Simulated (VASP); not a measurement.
Al5H, 6 atoms in the cell. Symmetry: F-43m, No. 216, cubic system. The conventional cell has a = 7.772 Å, b = 7.772 Å, c = 7.772 Å, α = 90.00°, β = 90.00°, γ = 90.00°. Al (site symmetry 3m) has 1 H at 1.75 Å within 2.3 Å. Al (site symmetry -43m) has 12 Al at 3.24 Å and 4 H at 3.37 Å within 4.3 Å. Within 2.3 Å of H (site symmetry -43m) lie 4 Al at 1.75 Å. The cell was generated, and may not be a known phase.

| Quantity | Value |
| --- | --- |
| Program | VASP 6.6.1 |
| Task | relaxation of cell and atoms |
| Functional | PBE |
| Potentials or basis | VASP PAW PBE potentials, release 64 (Al, H) |
| Cutoff | 600 eV |
| k mesh | 8 × 8 × 8 |
| Occupations | gaussian, width 0.1 eV |
| Spin | no spin polarisation |
| Dipole correction | no |
| Further INCAR settings | ALGO = Normal; EDIFF = 1e-07; IBRION = 2; EDIFFG = -0.01; NSW = 100; ISIF = 3 |

Potentials or basis: VASP PAW PBE potentials, release 64 (Al, H).

The run is started by

```console
$ cat potpaw_PBE.64/Al/POTCAR potpaw_PBE.64/H/POTCAR > POTCAR
$ mpirun -np 1 vasp_std > vasp.out
```

Hardware: 1 thread of AMD EPYC 7R13, on a shared host.

Q: Estimate the wall time of this run.

A: Run time: 3.5 min on 1 thread of AMD EPYC 7R13 (shared host), peak memory 0.31 GiB. Counts: scf iterations 22, k points 29, ion steps 2.
